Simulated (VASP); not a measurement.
# Co (Fm-3m) in VASP: notebook

Runs on Co. Level: PBE. Tasks: single point.

Everything below comes from runs of VASP 6.6.1. Logs are shortened: lines on timing, memory, paths and dates and some standing lists are left out, and cuts for length are marked.

## 1. The cell of the first run

The structure is cubic, space group Fm-3m (No. 225). The conventional cell has a = 3.559 Å, b = 3.559 Å, c = 3.559 Å, α = 90.00°, β = 90.00°, γ = 90.00°. Within 3.3 Å of Co (site symmetry m-3m) lie 12 Co at 2.52 Å.

This isn't the form of Co at room conditions, which is hcp.

## 2. Single point, PBE, collinear spin

Input file INCAR:

```
PREC = Accurate ; ENCUT = 520
EDIFF = 1E-7 ; ISMEAR = -1
SIGMA = 0.05 ; LREAL = False
LASPH = True ; NELM = 150
ALGO = Normal ; ISIF = 2
LWAVE = False ; LCHARG = False
ISPIN = 2 ; MAGMOM = 0.09 0.09
LORBIT = 11 ; LMAXMIX = 4
GGA = PE ; NBANDS = 20
ISYM = 0
```

Input file KPOINTS:

```
Automatic mesh
0
Gamma
  14 8 11
```

Input file POSCAR:

```
Co
1.0
    0.0000000000     -1.7795000000     -1.7795000000
   -3.5590000000     -1.7795000000     -1.7795000000
    0.0000000000      1.7795000000     -1.7795000000
Co
2
Direct
    0.0000000000      0.0000000000      0.0000000000
    0.0000000000      0.5000000000      0.5000000000
```

Potentials or basis: VASP PAW PBE potentials, release 64 (Co).

Command:

```bash
$ cat potpaw_PBE.64/Co/POTCAR > POTCAR
$ mpirun -np 1 vasp_std > vasp.out
```

OUTCAR:

```text
PREC = Accurate
   ENCUT = 520
   EDIFF = 1E-7
   ISMEAR = -1
   LREAL = False
   LASPH = True
   NELM = 150
   ISIF = 2
   ISPIN = 2
   LORBIT = 11
   GGA = PE
   ISYM = 0

 ion  position               nearest neighbor table
   1  0.000  0.000  0.000-   2 2.52   2 2.52   2 2.52   2 2.52   2 2.52   2 2.52   2 2.52   2 2.52

   2  0.000  0.500  0.500-   1 2.52   1 2.52   1 2.52   1 2.52   1 2.52   1 2.52   1 2.52   1 2.52

IMPORTANT INFORMATION: All symmetrisations will be switched off!
NOSYMM: (Re-)initialisation of all symmetry stuff for point group C_1.

----------------------------------------------------------------------------------------

                                     Primitive cell

  volume of cell :      22.5400

  direct lattice vectors                    reciprocal lattice vectors
     0.000000000 -1.779500000 -1.779500000     0.280977803 -0.280977803 -0.280977803
    -3.559000000 -1.779500000 -1.779500000    -0.280977803  0.000000000  0.000000000
     0.000000000  1.779500000 -1.779500000     0.000000000  0.280977803 -0.280977803

  length of vectors
     2.516593034  4.358866997  2.516593034     0.486667830  0.280977803  0.397362619

  position of ions in fractional coordinates (direct lattice)
     0.000000000  0.000000000  0.000000000
     0.000000000  0.500000000  0.500000000

  ion indices of the primitive-cell ions
   primitive index   ion index
                 1           1
                 2           2

----------------------------------------------------------------------------------------

 KPOINTS: Automatic mesh

Automatic generation of k-mesh.
 Grid dimensions read from file:
 generate k-points for:   14    8   11

 Generating k-lattice:

  Cartesian coordinates                     Fractional coordinates (reciprocal lattice)
     0.020069843 -0.020069843 -0.020069843     0.071428571  0.000000000  0.000000000
    -0.035122225  0.000000000  0.000000000     0.000000000  0.125000000  0.000000000
     0.000000000  0.025543437 -0.025543437     0.000000000  0.000000000  0.090909091

  Length of vectors
     0.034761988  0.035122225  0.036123874

  Shift w.r.t. Gamma in fractional coordinates (k-lattice)
     0.000000000  0.000000000  0.000000000

 -----------------------------------------------------------------------------
|                                                                             |
|           W    W    AA    RRRRR   N    N  II  N    N   GGGG   !!!           |
|           W    W   A  A   R    R  NN   N  II  NN   N  G    G  !!!           |
|           W    W  A    A  R    R  N N  N  II  N N  N  G       !!!           |
|           W WW W  AAAAAA  RRRRR   N  N N  II  N  N N  G  GGG   !            |
|           WW  WW  A    A  R   R   N   NN  II  N   NN  G    G                |
|           W    W  A    A  R    R  N    N  II  N    N   GGGG   !!!           |
|                                                                             |
|     Your reciprocal lattice and k-lattice belong to different lattice       |
|     classes:                                                                |
|                                                                             |
|        The reciprocal lattice is simple tetragonal,                         |
|        whereas your k-lattice is simple monoclinic.                         |
|                                                                             |
|     Results are often still useful ...                                      |
|                                                                             |
 -----------------------------------------------------------------------------

 WARNING: IBZKPT: internal override: KBLOWUP is changed to .FALSE.
      ... skipping the blow-up phase ...

 Subroutine IBZKPT returns following result:
 ===========================================

 Found    618 irreducible k-points:

 Following reciprocal coordinates:
            Coordinates               Weight
  0.000000  0.000000  0.000000      1.000000
  0.071429  0.000000  0.000000      2.000000
  0.142857  0.000000  0.000000      2.000000
  0.214286  0.000000  0.000000      2.000000
  0.285714  0.000000  0.000000      2.000000
  0.357143  0.000000  0.000000      2.000000
[... 16 lines left out ...]
  0.000000  0.250000  0.000000      2.000000
  0.071429  0.250000  0.000000      2.000000
 [... further k-points ...]
   k-points           NKPTS =    618   k-points in BZ     NKDIM =    618   number of bands    NBANDS=     20
   number of dos      NEDOS =    301   number of ions     NIONS =      2
   total plane-waves  NPLWV =  12800
   dimension x,y,z NGX =    20 NGY =   32 NGZ =   20
   dimension x,y,z NGXF=    40 NGYF=   64 NGZF=   40
   ions per type =               2
   NGX,Y,Z   is equivalent  to a cutoff of  13.21, 12.20, 13.21 a.u.
   NGXF,Y,Z  is equivalent  to a cutoff of  26.42, 24.41, 26.42 a.u.
 SYSTEM =  unknown system
   PREC   = accura    normal or accurate (medium, high low for compatibility)
   ISTART =      0    job   : 0-new  1-cont  2-samecut
   ICHARG =      2    charge: 1-file 2-atom 10-const
   ISPIN  =      2    spin polarized calculation?
   LNONCOLLINEAR =      F non collinear calculations
   LSORBIT =      F    spin-orbit coupling
   LASPH  =      T    aspherical Exc in radial PAW
   ENCUT  =  520.0 eV  38.22 Ry    6.18 a.u.   4.68  8.10  4.68*2*pi/ulx,y,z
   NELM   =    150;   NELMIN=  2; NELMDL= -5     # of ELM steps
   EDIFF  = 0.1E-06   stopping-criterion for ELM
   LREAL  =      F    real-space projection
   EDIFFG = 0.1E-05   stopping-criterion for IOM
   NSW    =      0    number of steps for IOM
   IBRION =     -1    ionic relax: 0-MD 1-quasi-New 2-CG
   NFREE  =      0    steps in history (QN), initial steepest desc. (CG)
   ISIF   =      2    stress and relaxation
   ISYM   =      0    0-nonsym 1-usesym 2-fastsym
   POTIM  = 0.5000    time-step for ionic-motion
   TEBEG  =    0.0;   TEEND  =   0.0 temperature during run
   PSTRESS=    0.0 pullay stress
   NELECT =      18.0000    total number of electrons
   NUPDOWN=      -1.0000    fix difference up-down
   EMIN   =  10.00;   EMAX   =-10.00  energy-range for DOS
   EFERMI =   0.00;   METHOD = LEGACY
   ISMEAR =    -1;   SIGMA  =   0.05  broadening in eV -4-tet -1-fermi 0-gaus
   EFERMI_NEDOS =   21; number of points for ismear=-14 and -15
   IALGO  =     38    algorithm
   IMIX   =      4    mixing-type and parameters
     AMIX     =   0.40;   BMIX     =  1.00
     AMIX_MAG =   1.60;   BMIX_MAG =  1.00
  volume/ion in A,a.u.               =      11.27        76.05
  Fermi-wavevector in a.u.,A,eV,Ry     =   1.518848  2.870207 31.387274  2.306900
  Thomas-Fermi vector in A             =   2.627914
   LORBIT       =     11    0 simple, 1 ext, 2 COOP (PROOUT), +10 PAW based schemes
   GGA     = PE    functional components
   LHFCALC =     F    Hartree Fock is set to
   AEXX    =    0.0000 exact exchange contribution
   IVDW    =     0    specifies the selected vdW correction
   LEPSILON=     F    determine dielectric tensor
   LRPA    =     F    only Hartree local field effects (RPA)
 spin polarized calculation
  energy-cutoff  :      520.00
  volume of cell :       22.54
 maximum number of plane-waves:       625
   NGX =  9   NGY = 17   NGZ =  9

 number of electron      17.9999997 magnetization       0.0034009

 number of electron      17.9999997 magnetization      -0.0001663

 Free energy of the ion-electron system (eV)
  ---------------------------------------------------
  ext. energy  EPLUGINS =         0.00000000
  ---------------------------------------------------
  free energy    TOTEN  =       -13.56915367 eV

  energy without entropy =      -13.52610779  energy(sigma->0) =      -13.54763073

 E-fermi :   9.5365     XC(G=0): -13.1993

 val. band max:        9.5364016233   @ k =   0.2857   0.0000   0.0909
 cond. band min:       9.5374529914   @ k =  -0.0714   0.3750   0.0000
 fundamental gap:      0.0010513681
 Fermi energy:         9.5365239651

 spin component 1

 k-point     1 :       0.0000    0.0000    0.0000
  band No.  band energies     occupation
      1       1.0261      1.00000
      2       5.2924      1.00000
      3       5.8950      1.00000
      4       7.8531      1.00000
      5       7.8533      1.00000
      6       7.8547      1.00000
[... 12 lines left out ...]
     19      36.6744      0.00000
     20      36.6748      0.00000

 k-point     2 :       0.0714    0.0000    0.0000
  band No.  band energies     occupation
      1       1.2232      1.00000
      2       5.3720      1.00000
      3       5.9642      1.00000
      4       7.7947      1.00000
      5       7.9011      1.00000
      6       7.9018      1.00000
[... 498 lines left out ...]
 k-point    24 :       0.0714    0.2500    0.0000
  band No.  band energies     occupation
      1       1.5627      1.00000
      2       5.3817      1.00000
      3       6.0755      1.00000
      4       7.6741      1.00000
      5       7.9892      1.00000
      6       7.9944      1.00000
[... 12 lines left out ...]
     19      34.0397      0.00000
     20      34.5937      0.00000

 [... further k-points ...]

 spin component 2

 k-point     1 :       0.0000    0.0000    0.0000
  band No.  band energies     occupation
      1       1.0260      1.00000
      2       5.2924      1.00000
      3       5.8949      1.00000
      4       7.8530      1.00000
      5       7.8532      1.00000
      6       7.8545      1.00000
[... 12 lines left out ...]
     19      36.6739      0.00000
     20      36.6748      0.00000

 k-point     2 :       0.0714    0.0000    0.0000
  band No.  band energies     occupation
      1       1.2232      1.00000
      2       5.3720      1.00000
      3       5.9640      1.00000
      4       7.7946      1.00000
      5       7.9010      1.00000
      6       7.9016      1.00000
[... 498 lines left out ...]
 k-point    24 :       0.0714    0.2500    0.0000
  band No.  band energies     occupation
      1       1.5627      1.00000
      2       5.3817      1.00000
      3       6.0754      1.00000
      4       7.6740      1.00000
      5       7.9891      1.00000
      6       7.9943      1.00000
[... 12 lines left out ...]
     19      34.0397      0.00000
     20      34.5937      0.00000

 [... further k-points ...]
[... 5 lines left out ...]
  --------------------------------------------------------------------------------------
  -------------------------------------------------------------------------------------
  Total       -2.6658231     -2.6123167     -2.6123178      0.0009890     -0.0095041      0.0009906
  in kB     -189.4907167   -185.6874032   -185.6874787      0.0703009     -0.6755675      0.0704129
  external PRESSURE =    -186.9551995 kB  Pullay stress =       0.0000000 kB

 VOLUME and BASIS-vectors are now :
 -----------------------------------------------------------------------------
  energy-cutoff  :      520.00
  volume of cell :       22.54
      direct lattice vectors                 reciprocal lattice vectors
     0.000000000 -1.779500000 -1.779500000     0.280977803 -0.280977803 -0.280977803
    -3.559000000 -1.779500000 -1.779500000    -0.280977803  0.000000000  0.000000000
     0.000000000  1.779500000 -1.779500000     0.000000000  0.280977803 -0.280977803

 POSITION                                       TOTAL-FORCE (eV/Angst)
 -----------------------------------------------------------------------------------
      0.00000      0.00000      0.00000        -0.000000      0.000000     -0.000000
     -1.77950      0.00000     -1.77950         0.000000     -0.000000      0.000000
 -----------------------------------------------------------------------------------
    total drift:                                0.000000      0.000000      0.000001

  FREE ENERGIE OF THE ION-ELECTRON SYSTEM (eV)
  ---------------------------------------------------
  free  energy   TOTEN  =       -13.5691536663 eV

  energy  without entropy=      -13.5261077946  energy(sigma->0) =      -13.54763073

 total charge

# of ion       s       p       d       tot
------------------------------------------
    1        0.467   0.480   7.255   8.201
    2        0.467   0.480   7.255   8.201
--------------------------------------------------
tot          0.933   0.960  14.509  16.402

 magnetization (x)

# of ion       s       p       d       tot
------------------------------------------
    1       -0.000  -0.000  -0.000  -0.000
    2        0.000   0.000   0.000   0.000
--------------------------------------------------
tot          0.000   0.000  -0.000  -0.000
```

Run time: 5.7 min. Hardware: 1 thread of AMD EPYC 9R45 (Zen 5), shared host; peak memory 0.43 GiB.

Results:

```
Free energy                                           : -13.5692 eV
Pressure                                              : -18.7 GPa
Band gap on the k mesh                                : zero (filled and empty bands overlap)
Net moment                                            : 0.00 μB per cell
Valence electrons inside the program's atomic spheres : Co 8.20
```

Levels at points of the mesh, in eV from the Fermi level:
Spin up:
```csv
k point,band 6,band 7,band 8,band 9,band 10,band 11,band 12,band 13
"(0.00, 0.00, 0.00)",-1.68,-0.50,-0.50,0.28,0.49,0.49,2.72,9.86
"(0.50, 0.00, 0.00)",-1.73,-0.01,-0.01,0.29,0.29,0.29,0.29,6.50
"(0.00, 0.50, 0.00)",-1.20,-0.77,-0.77,-0.77,-0.77,-0.12,-0.12,19.32
"(0.50, 0.50, 0.00)",-2.16,-0.99,-0.99,-0.53,-0.53,1.80,1.80,11.91
```
Spin down:
| k point | band 7 | band 8 | band 9 | band 10 | band 11 | band 12 |
| --- | --- | --- | --- | --- | --- | --- |
| (0.00, 0.00, 0.00) | -0.50 | -0.50 | 0.28 | 0.49 | 0.49 | 2.72 |
| (0.50, 0.00, 0.00) | -0.01 | -0.01 | 0.29 | 0.29 | 0.29 | 0.29 |
| (0.00, 0.50, 0.00) | -0.77 | -0.77 | -0.77 | -0.77 | -0.12 | -0.12 |
| (0.50, 0.50, 0.00) | -0.99 | -0.99 | -0.53 | -0.53 | 1.80 | 1.80 |

Caveat: the cell stands under tension.

[end of part 1 of 2]
